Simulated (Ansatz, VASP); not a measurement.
# C in VASP and in Ansatz

```
C
1.0
     0.00000    1.78337    1.78337
     1.78337    0.00000    1.78337
     1.78337    1.78337    0.00000
C
2
Direct
  0.75000 0.75000 0.75000
  0.50000 0.50000 0.50000
```

Alike in both runs: task single point; functional PBE-based global hybrid; k mesh 6 × 6 × 6; occupations fermi-dirac, width 0.05 eV; no spin polarisation.

```csv
,VASP,Ansatz
version,VASP 6.6.1,Ansatz 0.2.0
potentials or method,"VASP PAW PBE potentials, release 64 (C), cutoff 520 eV",all-electron PAW datasets made for the crystal
```

|  | VASP | Ansatz | Ansatz less VASP |
| --- | --- | --- | --- |
| gap on the k mesh at the Fermi level (eV) | 7.30 | 7.26 | -0.039 |
| least direct gap on the mesh (eV) | 9.08 | 9.03 | -0.043 |
| pressure (GPa) | -13.2 | -14.0 | -0.78 |

VASP's potentials were made for PBE, not for PBE-based global hybrid. Ansatz ran all-electron here, and VASP with PAW potentials.

The k mesh is coarse, so the values compare programs but aren't converged.
